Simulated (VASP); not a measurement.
# PbSe (Fm-3m) in VASP: single point with PBEsol

Aim: the single point of PbSe with PBEsol.

Program: VASP 6.6.1. These are calculated values, not measurements. Logs are shortened: lines on timing, memory, paths and dates and some standing lists are left out, and cuts for length are marked.

## Step 1: The cell of the first run

Symmetry: Fm-3m, No. 225, cubic system. The conventional cell has a = 6.108 Å, b = 6.108 Å, c = 6.108 Å, α = 90.00°, β = 90.00°, γ = 90.00°. Pb (site symmetry m-3m) has 6 Se at 3.05 Å within 4.0 Å. Within 4.0 Å of Se (site symmetry m-3m) lie 6 Pb at 3.05 Å.

## Step 2: Single point, PBEsol, non-collinear spin, zero start, spin-orbit coupling

File INCAR:

```
SYSTEM = PbSe
ALGO     = Normal         ! electronic algorithm
EDIFF    = 1E-7           ! SCF threshold, eV
ENCUT    = 520            ! plane-wave cutoff, eV
GGA      = PS             ! functional
GGA_COMPAT= .FALSE.      
ISIF     = 2              ! what is computed and relaxed
ISMEAR   = 0              ! smearing method
LASPH    = .TRUE.         ! aspherical terms in the spheres
LCHARG   = .TRUE.         ! write CHGCAR
LNONCOLLINEAR= .TRUE.         ! non-collinear magnetism
LORBIT   = 11             ! projections on sites
LORBMOM  = .TRUE.       
LREAL    = .FALSE.        ! projectors in reciprocal space
LSORBIT  = .TRUE.         ! spin-orbit coupling
LVHAR    = .TRUE.       
LWAVE    = .FALSE.        ! write WAVECAR
MAGMOM   = 0 0 0 0 0 0    ! initial moments
NBANDS   = 32             ! bands
NELM     = 150            ! most SCF steps
PREC     = Accurate       ! precision mode
SIGMA    = 0.01           ! smearing width, eV
```

File KPOINTS:

```
k-points
0
G
  10 10 10
  0 0 0
```

File POSCAR:

```
PbSe
1.0
    0.0000000000      3.0540837278      3.0540837278
    3.0540837278      0.0000000000      3.0540837278
    3.0540837278      3.0540837278      0.0000000000
Pb Se
1 1
Direct
    0.0000000000      0.0000000000      0.0000000000
    0.5000000000      0.5000000000      0.5000000000
```

Potentials or basis: VASP PAW PBE potentials, release 64 (Pb_d, Se).

Run with:

```bash
cat potpaw_PBE.64/Pb_d/POTCAR potpaw_PBE.64/Se/POTCAR > POTCAR
mpirun -np 1 vasp_ncl > vasp.out
```

OUTCAR:

```text
SYSTEM = PbSe
   EDIFF = 1E-7
   ENCUT = 520
   GGA = PS
   ISIF = 2
   ISMEAR = 0
   LASPH = .TRUE.
   LNONCOLLINEAR = .TRUE.
   LORBIT = 11
   LREAL = .FALSE.
   LSORBIT = .TRUE.
   NELM = 150
   PREC = Accurate

 ion  position               nearest neighbor table
   1  0.000  0.000  0.000-   2 3.05   2 3.05   2 3.05   2 3.05   2 3.05   2 3.05
   2  0.500  0.500  0.500-   1 3.05   1 3.05   1 3.05   1 3.05   1 3.05   1 3.05

  LATTYP: Found a face centered cubic cell.
 ALAT       =     6.1081674556

  Lattice vectors:

 A1 = (   0.0000000000,   3.0540837278,   3.0540837278)
 A2 = (   3.0540837278,   0.0000000000,   3.0540837278)
 A3 = (   3.0540837278,   3.0540837278,   0.0000000000)

Analysis of symmetry for initial positions (statically):
=====================================================================
 Subroutine PRICEL returns:
 Original cell was already a primitive cell.

 Routine SETGRP: Setting up the symmetry group for a
 face centered cubic supercell.

 Subroutine GETGRP returns: Found 48 space group operations
 (whereof 48 operations were pure point group operations)
 out of a pool of 48 trial point group operations.

The static configuration has the point symmetry O_h .

Analysis of symmetry for dynamics (positions and initial velocities):
=====================================================================
 Subroutine PRICEL returns:
 Original cell was already a primitive cell.

 Routine SETGRP: Setting up the symmetry group for a
 face centered cubic supercell.

 Subroutine GETGRP returns: Found 48 space group operations
 (whereof 48 operations were pure point group operations)
 out of a pool of 48 trial point group operations.

The dynamic configuration has the point symmetry O_h .

Analysis of structural, dynamic, and magnetic symmetry:
=====================================================================
 Subroutine PRICEL returns:
 Original cell was already a primitive cell.

 Routine SETGRP: Setting up the symmetry group for a
 face centered cubic supercell.

 Subroutine GETGRP returns: Found 48 space group operations
 (whereof 48 operations were pure point group operations)
 out of a pool of 48 trial point group operations.

The overall configuration has the point symmetry O_h .

 Subroutine INISYM returns: Found 48 space group operations
 (whereof 48 operations are pure point group operations),
 and found     1 'primitive' translations

----------------------------------------------------------------------------------------

                                     Primitive cell

  volume of cell :      56.9735

  direct lattice vectors                    reciprocal lattice vectors
     0.000000000  3.054083728  3.054083728    -0.163715223  0.163715223  0.163715223
     3.054083728  0.000000000  3.054083728     0.163715223 -0.163715223  0.163715223
     3.054083728  3.054083728  0.000000000     0.163715223  0.163715223 -0.163715223

  length of vectors
     4.319126628  4.319126628  4.319126628     0.283563085  0.283563085  0.283563085

  position of ions in fractional coordinates (direct lattice)
     0.000000000  0.000000000  0.000000000
     0.500000000  0.500000000  0.500000000

  ion indices of the primitive-cell ions
   primitive index   ion index
                 1           1
                 2           2

----------------------------------------------------------------------------------------

 KPOINTS: k-points

Automatic generation of k-mesh.
 Grid dimensions read from file:
 generate k-points for:   10   10   10

 Generating k-lattice:

  Cartesian coordinates                     Fractional coordinates (reciprocal lattice)
    -0.016371522  0.016371522  0.016371522     0.100000000  0.000000000  0.000000000
     0.016371522 -0.016371522  0.016371522     0.000000000  0.100000000  0.000000000
     0.016371522  0.016371522 -0.016371522     0.000000000  0.000000000  0.100000000

  Length of vectors
     0.028356309  0.028356309  0.028356309

  Shift w.r.t. Gamma in fractional coordinates (k-lattice)
     0.000000000  0.000000000  0.000000000

 Subroutine IBZKPT returns following result:
 ===========================================

 Found     47 irreducible k-points:

 Following reciprocal coordinates:
            Coordinates               Weight
  0.000000  0.000000  0.000000      1.000000
  0.100000  0.000000  0.000000      8.000000
  0.200000  0.000000  0.000000      8.000000
  0.300000  0.000000  0.000000      8.000000
  0.400000  0.000000  0.000000      8.000000
  0.500000  0.000000  0.000000      4.000000
[... 56 lines left out ...]
     AMIX     =   0.40;   BMIX     =  1.00
     AMIX_MAG =   1.60;   BMIX_MAG =  1.00
  volume/ion in A,a.u.               =      28.49       192.24
  Fermi-wavevector in a.u.,A,eV,Ry     =   1.154854  2.182358 18.145936  1.333689
  Thomas-Fermi vector in A             =   2.291488
   LORBIT       =     11    0 simple, 1 ext, 2 COOP (PROOUT), +10 PAW based schemes
   GGA     = PS    functional components
   LHFCALC =     F    Hartree Fock is set to
   AEXX    =    0.0000 exact exchange contribution
   IVDW    =     0    specifies the selected vdW correction
   LEPSILON=     F    determine dielectric tensor
   LRPA    =     F    only Hartree local field effects (RPA)
 Gauss-broadening in eV      SIGMA  =   0.01
  energy-cutoff  :      520.00
  volume of cell :       56.97
 maximum number of plane-waves:      3100
   NGX = 17   NGY = 17   NGZ = 17

 number of electron      20.0000002 magnetization      -0.0000000     -0.0000000     -0.0000000

 number of electron      20.0000002 magnetization       0.0000000      0.0000000      0.0000000

 number of electron      20.0000002 magnetization       0.0000000     -0.0000000     -0.0000000

 number of electron      20.0000002 magnetization      -0.0000000      0.0000000      0.0000000

 Free energy of the ion-electron system (eV)
  ---------------------------------------------------
  ext. energy  EPLUGINS =         0.00000000
  ---------------------------------------------------
  free energy    TOTEN  =        -9.34628013 eV

  energy without entropy =       -9.34628013  energy(sigma->0) =       -9.34628013

 E-fermi :   4.8902     XC(G=0):  -9.7465

 val. band max:        4.7948431124   @ k =   0.5000   0.0000   0.0000
 cond. band min:       4.9867780021   @ k =   0.5000   0.0000   0.0000
 fundamental gap:      0.1919348898
 Fermi energy:         4.8901847463

 k-point     1 :       0.0000    0.0000    0.0000
  band No.  band energies     occupation
      1     -13.2225      1.00000
      2     -13.2225      1.00000
      3     -13.2225      1.00000
      4     -13.2225      1.00000
      5     -10.6740      1.00000
      6     -10.6740      1.00000
[... 829 lines left out ...]
     31      15.6940      0.00000
     32      15.6940      0.00000

 [... further k-points ...]

------------------------ aborting loop because EDIFF is reached ----------------------------------------

  FORCE on cell =-STRESS in cart. coord.  units (eV):
  Direction    XX          YY          ZZ          XY          YZ          ZX
  --------------------------------------------------------------------------------------
  -------------------------------------------------------------------------------------
  Total       -0.1557107     -0.1557107     -0.1557107      0.0000000      0.0000000     -0.0000000
  in kB       -4.3788101     -4.3788101     -4.3788101      0.0000000      0.0000000     -0.0000000
  external PRESSURE =      -4.3788101 kB  Pullay stress =       0.0000000 kB

 VOLUME and BASIS-vectors are now :
 -----------------------------------------------------------------------------
  energy-cutoff  :      520.00
  volume of cell :       56.97
      direct lattice vectors                 reciprocal lattice vectors
     0.000000000  3.054083728  3.054083728    -0.163715223  0.163715223  0.163715223
     3.054083728  0.000000000  3.054083728     0.163715223 -0.163715223  0.163715223
     3.054083728  3.054083728  0.000000000     0.163715223  0.163715223 -0.163715223

 POSITION                                       TOTAL-FORCE (eV/Angst)
 -----------------------------------------------------------------------------------
      0.00000      0.00000      0.00000         0.000000      0.000000     -0.000000
      3.05408      3.05408      3.05408        -0.000000     -0.000000      0.000000
 -----------------------------------------------------------------------------------
    total drift:                                0.000000     -0.000000     -0.000000

  FREE ENERGIE OF THE ION-ELECTRON SYSTEM (eV)
  ---------------------------------------------------
  free  energy   TOTEN  =        -9.3462801292 eV

  energy  without entropy=       -9.3462801292  energy(sigma->0) =       -9.34628013

 orbital moment (x)

 # of ion     p       d       tot
 ----------------------------------------
  1         0.000   0.000   0.000
  2        -0.000  -0.000  -0.000
 ----------------------------------------
            0.000   0.000   0.000

 orbital moment (y)

 # of ion     p       d       tot
 ----------------------------------------
  1        -0.000   0.000  -0.000
  2        -0.000   0.000  -0.000
 ----------------------------------------
           -0.000   0.000  -0.000

 orbital moment (z)

 # of ion     p       d       tot
 ----------------------------------------
  1         0.000  -0.000  -0.000
  2         0.000   0.000   0.000
 ----------------------------------------
            0.000  -0.000  -0.000

 Spin-Orbit-Coupling matrix elements

 Ion:    1  E_soc:     -0.8537979
 l=   1
     0.0000000    -0.0750890    -0.0750890
    -0.0750890     0.0000000    -0.0750890
    -0.0750890    -0.0750890     0.0000000
 l=   2
     0.0000000    -0.0134996     0.0000000    -0.0134996    -0.0537110
    -0.0134996     0.0000000    -0.0402833    -0.0134996    -0.0134278
     0.0000000    -0.0402833     0.0000000    -0.0402833     0.0000000
    -0.0134996    -0.0134996    -0.0402833     0.0000000    -0.0134278
    -0.0537110    -0.0134278     0.0000000    -0.0134278     0.0000000
 l=   3
     0.0000000     0.0000000     0.0000000     0.0000000     0.0000000     0.0000000     0.0000000
     0.0000000     0.0000000     0.0000000     0.0000000     0.0000000     0.0000000     0.0000000
     0.0000000     0.0000000     0.0000000     0.0000000     0.0000000     0.0000000     0.0000000
     0.0000000     0.0000000     0.0000000     0.0000000     0.0000000     0.0000000     0.0000000
     0.0000000     0.0000000     0.0000000     0.0000000     0.0000000     0.0000000     0.0000000
     0.0000000     0.0000000     0.0000000     0.0000000     0.0000000     0.0000000     0.0000000
     0.0000000     0.0000000     0.0000000     0.0000000     0.0000000     0.0000000     0.0000000

 Ion:    2  E_soc:     -0.0497408
 l=   1
     0.0000000    -0.0083076    -0.0083076
    -0.0083076     0.0000000    -0.0083076
    -0.0083076    -0.0083076     0.0000000
 l=   2
     0.0000000    -0.0000022     0.0000000    -0.0000022     0.0000197
    -0.0000022     0.0000000     0.0000148    -0.0000022     0.0000049
     0.0000000     0.0000148     0.0000000     0.0000148     0.0000000
    -0.0000022    -0.0000022     0.0000148     0.0000000     0.0000049
     0.0000197     0.0000049     0.0000000     0.0000049     0.0000000
 l=   3
     0.0000000     0.0000000     0.0000000     0.0000000     0.0000000     0.0000000     0.0000000
     0.0000000     0.0000000     0.0000000     0.0000000     0.0000000     0.0000000     0.0000000
     0.0000000     0.0000000     0.0000000     0.0000000     0.0000000     0.0000000     0.0000000
     0.0000000     0.0000000     0.0000000     0.0000000     0.0000000     0.0000000     0.0000000
     0.0000000     0.0000000     0.0000000     0.0000000     0.0000000     0.0000000     0.0000000
     0.0000000     0.0000000     0.0000000     0.0000000     0.0000000     0.0000000     0.0000000
     0.0000000     0.0000000     0.0000000     0.0000000     0.0000000     0.0000000     0.0000000

 total charge

# of ion       s       p       d       tot
------------------------------------------
    1        1.452   0.570   9.840  11.862
    2        1.473   2.301   0.019   3.793
--------------------------------------------------
tot          2.925   2.871   9.858  15.655

 magnetization (x)

# of ion       s       p       d       tot
------------------------------------------
    1       -0.000  -0.000   0.000  -0.000
    2       -0.000   0.000   0.000  -0.000
--------------------------------------------------
tot         -0.000  -0.000   0.000  -0.000

 magnetization (y)

# of ion       s       p       d       tot
------------------------------------------
    1        0.000  -0.000   0.000   0.000
    2        0.000   0.000   0.000   0.000
--------------------------------------------------
tot          0.000  -0.000   0.000   0.000

 magnetization (z)

# of ion       s       p       d       tot
------------------------------------------
    1       -0.000  -0.000  -0.000  -0.000
    2       -0.000   0.000   0.000  -0.000
--------------------------------------------------
tot         -0.000  -0.000  -0.000  -0.000
```

It took 4.3 min on 1 thread of Intel Xeon 8259CL, shared host; peak memory 0.38 GiB.

What came out:

* Free energy: -9.3463 eV
* Pressure: -0.4 GPa
* Net moment: 0.00 μB per cell
* Valence electrons inside the program's atomic spheres: Pb 11.86; Se 3.79

Moments on the atoms (μB; x, y, z):
```
Pb  0.00 0.00 0.00
Se  0.00 0.00 0.00
```

Caveat: the PAW data sets were made with another functional, which shifts forces and pressure a little.
